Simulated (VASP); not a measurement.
# SnCl (P6_3mc) in VASP: notebook

SnCl is run at these levels: PBE; tasks: single point.

All numbers are computed with VASP 6.6.1; they aren't measurements. Logs are shortened: lines on timing, memory, paths and dates and some standing lists are left out, and cuts for length are marked.

## Step 1: The cell of the first run

The structure is hexagonal, space group P6_3mc (No. 186). The conventional cell has a = 3.226 Å, b = 3.226 Å, c = 9.731 Å, α = 90.00°, β = 90.00°, γ = 120.00°. Within 3.4 Å of Sn (site symmetry 3m) lie 4 Cl at 2.57 to 2.95 Å and 6 Sn at 3.23 Å. Cl (site symmetry 3m) has 4 Sn at 2.57 to 2.95 Å and 6 Cl at 3.23 Å within 3.4 Å.

## Step 2: Single point, PBE

INCAR

```
PREC = Accurate
ENCUT = 520
EDIFF = 1E-6
ISMEAR = -1
SIGMA = 0.05
LREAL = False
LASPH = True
NELM = 80
ALGO = Normal
ISIF = 2
LWAVE = False
LCHARG = False
GGA = PE
NBANDS = 29
```

KPOINTS

```
Automatic mesh
0
Gamma
  9 9 3
```

POSCAR

```
SnCl
1.0
    3.2264817160      0.0000000000      0.0000000000
   -1.6132408580      2.7942151309      0.0000000000
    0.0000000000      0.0000000000      9.7309497535
Sn Cl
2 2
Direct
    0.6666666667      0.3333333333      0.8196479313
    0.3333333333      0.6666666667      0.3196479313
    0.6666666667      0.3333333333      0.5553530687
    0.3333333333      0.6666666667      0.0553530687
```

Potentials or basis: VASP PAW PBE potentials, release 64 (Sn_d, Cl).

On the command line:

```sh
$ cat potpaw_PBE.64/Sn_d/POTCAR potpaw_PBE.64/Cl/POTCAR > POTCAR
$ mpirun -np 1 vasp_std > vasp.out
```

OUTCAR:

```text
PREC = Accurate
   ENCUT = 520
   EDIFF = 1E-6
   ISMEAR = -1
   LREAL = False
   LASPH = True
   NELM = 80
   ISIF = 2
   GGA = PE

 ion  position               nearest neighbor table
   1  0.667  0.333  0.820-   3 2.57   4 2.95   4 2.95   4 2.95
   2  0.333  0.667  0.320-   4 2.57   3 2.95   3 2.95   3 2.95
   3  0.667  0.333  0.555-   1 2.57   2 2.95   2 2.95   2 2.95
   4  0.333  0.667  0.055-   2 2.57   1 2.95   1 2.95   1 2.95

  LATTYP: Found a hexagonal cell.
 ALAT       =     3.2264817160
 C/A-ratio  =     3.0159630861

  Lattice vectors:

 A1 = (   3.2264817160,   0.0000000000,   0.0000000000)
 A2 = (  -1.6132408580,   2.7942151309,   0.0000000000)
 A3 = (   0.0000000000,   0.0000000000,   9.7309497535)

Analysis of symmetry for initial positions (statically):
=====================================================================
 Subroutine PRICEL returns:
 Original cell was already a primitive cell.

 Routine SETGRP: Setting up the symmetry group for a
 hexagonal supercell.

 Subroutine GETGRP returns: Found 12 space group operations
 (whereof  6 operations were pure point group operations)
 out of a pool of 24 trial point group operations.

The static configuration has the point symmetry C_3v.
 The point group associated with its full space group is C_6v.

Analysis of symmetry for dynamics (positions and initial velocities):
=====================================================================
 Subroutine PRICEL returns:
 Original cell was already a primitive cell.

 Routine SETGRP: Setting up the symmetry group for a
 hexagonal supercell.

 Subroutine GETGRP returns: Found 12 space group operations
 (whereof  6 operations were pure point group operations)
 out of a pool of 24 trial point group operations.

The dynamic configuration has the point symmetry C_3v.
 The point group associated with its full space group is C_6v.

 Subroutine INISYM returns: Found 12 space group operations
 (whereof  6 operations are pure point group operations),
 and found     1 'primitive' translations

----------------------------------------------------------------------------------------

                                     Primitive cell

  volume of cell :      87.7292

  direct lattice vectors                    reciprocal lattice vectors
     3.226481716  0.000000000  0.000000000     0.309935121  0.178941125  0.000000000
    -1.613240858  2.794215131  0.000000000     0.000000000  0.357882251  0.000000000
     0.000000000  0.000000000  9.730949753     0.000000000  0.000000000  0.102764892

  length of vectors
     3.226481716  3.226481716  9.730949753     0.357882251  0.357882251  0.102764892

  position of ions in fractional coordinates (direct lattice)
     0.666666667  0.333333333  0.819647931
     0.333333333  0.666666667  0.319647931
     0.666666667  0.333333333  0.555353069
     0.333333333  0.666666667  0.055353069

  ion indices of the primitive-cell ions
   primitive index   ion index
                 1           1
                 2           2
                 3           3
                 4           4

----------------------------------------------------------------------------------------

 KPOINTS: Automatic mesh

Automatic generation of k-mesh.
 Grid dimensions read from file:
 generate k-points for:    9    9    3

 Generating k-lattice:

  Cartesian coordinates                     Fractional coordinates (reciprocal lattice)
     0.034437236  0.019882347  0.000000000     0.111111111  0.000000000  0.000000000
     0.000000000  0.039764695  0.000000000     0.000000000  0.111111111  0.000000000
     0.000000000  0.000000000  0.034254964     0.000000000  0.000000000  0.333333333

  Length of vectors
     0.039764695  0.039764695  0.034254964

  Shift w.r.t. Gamma in fractional coordinates (k-lattice)
     0.000000000  0.000000000  0.000000000

 Subroutine IBZKPT returns following result:
 ===========================================

 Found     24 irreducible k-points:

 Following reciprocal coordinates:
            Coordinates               Weight
  0.000000  0.000000  0.000000      1.000000
  0.111111  0.000000  0.000000      6.000000
  0.222222  0.000000  0.000000      6.000000
  0.333333 -0.000000  0.000000      6.000000
  0.444444  0.000000  0.000000      6.000000
  0.111111  0.111111  0.000000      6.000000
[... 16 lines left out ...]
  0.333333  0.222222  0.333333     24.000000
  0.333333  0.333333  0.333333      4.000000
   k-points           NKPTS =     24   k-points in BZ     NKDIM =     24   number of bands    NBANDS=     29
   number of dos      NEDOS =    301   number of ions     NIONS =      4
   total plane-waves  NPLWV =  41472
   dimension x,y,z NGX =    24 NGY =   24 NGZ =   72
   dimension x,y,z NGXF=    48 NGYF=   48 NGZF=  144
   ions per type =               2   2
   NGX,Y,Z   is equivalent  to a cutoff of  12.37, 12.37, 12.30 a.u.
   NGXF,Y,Z  is equivalent  to a cutoff of  24.73, 24.73, 24.60 a.u.
 SYSTEM =  unknown system
   PREC   = accura    normal or accurate (medium, high low for compatibility)
   ISTART =      0    job   : 0-new  1-cont  2-samecut
   ICHARG =      2    charge: 1-file 2-atom 10-const
   ISPIN  =      1    spin polarized calculation?
   LNONCOLLINEAR =      F non collinear calculations
   LSORBIT =      F    spin-orbit coupling
   LASPH  =      T    aspherical Exc in radial PAW
   ENCUT  =  520.0 eV  38.22 Ry    6.18 a.u.   6.00  6.00 18.09*2*pi/ulx,y,z
   NELM   =     80;   NELMIN=  2; NELMDL= -5     # of ELM steps
   EDIFF  = 0.1E-05   stopping-criterion for ELM
   LREAL  =      F    real-space projection
   EDIFFG = 0.1E-04   stopping-criterion for IOM
   NSW    =      0    number of steps for IOM
   IBRION =     -1    ionic relax: 0-MD 1-quasi-New 2-CG
   NFREE  =      0    steps in history (QN), initial steepest desc. (CG)
   ISIF   =      2    stress and relaxation
   ISYM   =      2    0-nonsym 1-usesym 2-fastsym
   POTIM  = 0.5000    time-step for ionic-motion
   TEBEG  =    0.0;   TEEND  =   0.0 temperature during run
   PSTRESS=    0.0 pullay stress
   NELECT =      42.0000    total number of electrons
   NUPDOWN=      -1.0000    fix difference up-down
   EMIN   =  10.00;   EMAX   =-10.00  energy-range for DOS
   EFERMI =   0.00;   METHOD = LEGACY
   ISMEAR =    -1;   SIGMA  =   0.05  broadening in eV -4-tet -1-fermi 0-gaus
   EFERMI_NEDOS =   21; number of points for ismear=-14 and -15
   IALGO  =     38    algorithm
   IMIX   =      4    mixing-type and parameters
     AMIX     =   0.40;   BMIX     =  1.00
     AMIX_MAG =   1.60;   BMIX_MAG =  1.00
  volume/ion in A,a.u.               =      21.93       148.01
  Fermi-wavevector in a.u.,A,eV,Ry     =   1.280687  2.420148 22.315738  1.640160
  Thomas-Fermi vector in A             =   2.413101
   LORBIT       =      0    0 simple, 1 ext, 2 COOP (PROOUT), +10 PAW based schemes
   GGA     = PE    functional components
   LHFCALC =     F    Hartree Fock is set to
   AEXX    =    0.0000 exact exchange contribution
   IVDW    =     0    specifies the selected vdW correction
   LEPSILON=     F    determine dielectric tensor
   LRPA    =     F    only Hartree local field effects (RPA)
 non-spin polarized calculation
  energy-cutoff  :      520.00
  volume of cell :       87.73
 maximum number of plane-waves:      2394
 NGX is ok and might be reduce to    24
   NGX = 11   NGY = 11   NGZ = 37

 number of electron      41.9999985 magnetization

 Free energy of the ion-electron system (eV)
  ---------------------------------------------------
  ext. energy  EPLUGINS =         0.00000000
  ---------------------------------------------------
  free energy    TOTEN  =       -12.94516717 eV

  energy without entropy =      -12.93769921  energy(sigma->0) =      -12.94143319

 E-fermi :   7.0197     XC(G=0): -10.3311

 val. band max:        6.8879072112   @ k =   0.3333  -0.0000   0.0000
 cond. band min:       7.0636888385   @ k =   0.3333  -0.0000   0.3333
 fundamental gap:      0.1757816273
 Fermi energy:         7.0197358431

 k-point     1 :       0.0000    0.0000    0.0000
  band No.  band energies     occupation
      1     -14.6525      2.00000
      2     -14.6350      2.00000
      3     -14.5400      2.00000
      4     -14.5400      2.00000
      5     -14.5400      2.00000
      6     -14.5400      2.00000
[... 21 lines left out ...]
     28      15.4290      0.00000
     29      18.1722      0.00000

 k-point     2 :       0.1111    0.0000    0.0000
  band No.  band energies     occupation
      1     -14.6385      2.00000
      2     -14.6220      2.00000
      3     -14.5432      2.00000
      4     -14.5427      2.00000
      5     -14.5163      2.00000
      6     -14.5163      2.00000
[... 21 lines left out ...]
     28      15.2116      0.00000
     29      16.9039      0.00000

 k-point     3 :       0.2222    0.0000    0.0000
  band No.  band energies     occupation
      1     -14.6190      2.00000
      2     -14.6095      2.00000
      3     -14.5360      2.00000
      4     -14.5298      2.00000
      5     -14.4987      2.00000
      6     -14.4978      2.00000
[... 21 lines left out ...]
     28      15.1525      0.00000
     29      16.1148      0.00000

 k-point     4 :       0.3333   -0.0000    0.0000
  band No.  band energies     occupation
      1     -14.6270      2.00000
      2     -14.6232      2.00000
      3     -14.5376      2.00000
      4     -14.5350      2.00000
      5     -14.4971      2.00000
      6     -14.4881      2.00000
[... 597 lines left out ...]
     28      15.2283      0.00000
     29      16.2343      0.00000

 k-point    23 :       0.3333    0.2222    0.3333
  band No.  band energies     occupation
      1     -14.5526      2.00000
      2     -14.5504      2.00000
      3     -14.5431      2.00000
      4     -14.5417      2.00000
      5     -14.5035      2.00000
      6     -14.5026      2.00000
[... 21 lines left out ...]
     28      15.1206      0.00000
     29      15.9338      0.00000

 k-point    24 :       0.3333    0.3333    0.3333
  band No.  band energies     occupation
      1     -14.5337      2.00000
      2     -14.5337      2.00000
      3     -14.5250      2.00000
      4     -14.5239      2.00000
      5     -14.5025      2.00000
      6     -14.5025      2.00000
[... 21 lines left out ...]
     28      15.0303      0.00000
     29      16.2704      0.00000

------------------------ aborting loop because EDIFF is reached ----------------------------------------

  FORCE on cell =-STRESS in cart. coord.  units (eV):
  Direction    XX          YY          ZZ          XY          YZ          ZX
  --------------------------------------------------------------------------------------
  -------------------------------------------------------------------------------------
  Total        5.4262195      5.4262195      5.4590596      0.0000000      0.0000000      0.0000000
  in kB       99.0977191     99.0977191     99.6974714      0.0000000      0.0000000      0.0000000
  external PRESSURE =      99.2976365 kB  Pullay stress =       0.0000000 kB

 VOLUME and BASIS-vectors are now :
 -----------------------------------------------------------------------------
  energy-cutoff  :      520.00
  volume of cell :       87.73
      direct lattice vectors                 reciprocal lattice vectors
     3.226481716  0.000000000  0.000000000     0.309935121  0.178941125  0.000000000
    -1.613240858  2.794215131  0.000000000     0.000000000  0.357882251  0.000000000
     0.000000000  0.000000000  9.730949753     0.000000000  0.000000000  0.102764892

 POSITION                                       TOTAL-FORCE (eV/Angst)
 -----------------------------------------------------------------------------------
      1.61324      0.93141      7.97595         0.000000      0.000000     -0.006532
     -0.00000      1.86281      3.11048        -0.000000      0.000000     -0.006532
      1.61324      0.93141      5.40411         0.000000     -0.000000      0.006532
     -0.00000      1.86281      0.53864        -0.000000      0.000000      0.006532
 -----------------------------------------------------------------------------------
    total drift:                                0.000000      0.000000     -0.000182

  FREE ENERGIE OF THE ION-ELECTRON SYSTEM (eV)
  ---------------------------------------------------
  free  energy   TOTEN  =       -12.9451671671 eV

  energy  without entropy=      -12.9376992119  energy(sigma->0) =      -12.94143319
```

Wall time 35 s (1 thread of Oxide Virtual Turin-like, shared host); peak memory 0.18 GiB.

What came out:

```yaml
Free_energy: -12.9452 eV
Pressure: 9.9 GPa
Largest_force: 0.007 eV/Å
Band_gap_on_the_k_mesh: zero (bands 21 and 22 overlap by 3.79 eV)
```

Forces on the atoms (eV/Å):
```
Sn   0.000  0.000 -0.007
Sn   0.000  0.000 -0.007
Cl   0.000  0.000  0.007
Cl   0.000  0.000  0.007
```

Levels at points of the mesh, in eV from the Fermi level:
```csv
k point,band 16,band 17,band 18,band 19,band 20,band 21,band 22,band 23,band 24,band 25
"(0.00, 0.00, 0.00)",-1.94,-1.39,-1.39,-1.32,-1.32,0.69,4.77,7.29,7.59,7.77
```

Caveat: the cell stands under pressure; spin-orbit coupling is left out, which moves the levels of the heavy elements.

(Part 1 of 2 ends here.)

The gap in the log of VASP goes by the Fermi energy; the results here count the filled bands.